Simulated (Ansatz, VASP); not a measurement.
## One calculation of Fe, two programs

```
CELL_PARAMETERS angstrom
2.22528 0.00000 0.00000
0.00000 2.22528 0.00000
0.00000 0.00000 2.22528
ATOMIC_POSITIONS crystal
Fe 0.00000 0.00000 0.00000
```

Alike in both runs: task single point; functional RPBE; k mesh 15 × 15 × 15; occupations fermi-dirac, width 0.1 eV; no spin polarisation.

```csv
,VASP,Ansatz
version,VASP 6.6.1,Ansatz 0.2.0
potentials or method,"VASP PAW PBE potentials, release 64 (Fe), cutoff 520 eV","plane waves (420 eV) with PAW, scalar-relativistic"
valence electrons in the cell,8,16
```

|  | VASP | Ansatz | Ansatz less VASP |
| --- | --- | --- | --- |
| pressure (GPa) | 17.9 | 19.0 | +1.13 |

VASP's potentials were made for PBE, not for RPBE. VASP's potentials hold 8 valence electrons a cell and Ansatz's 16, so a difference there can come from the potentials and not from the codes.
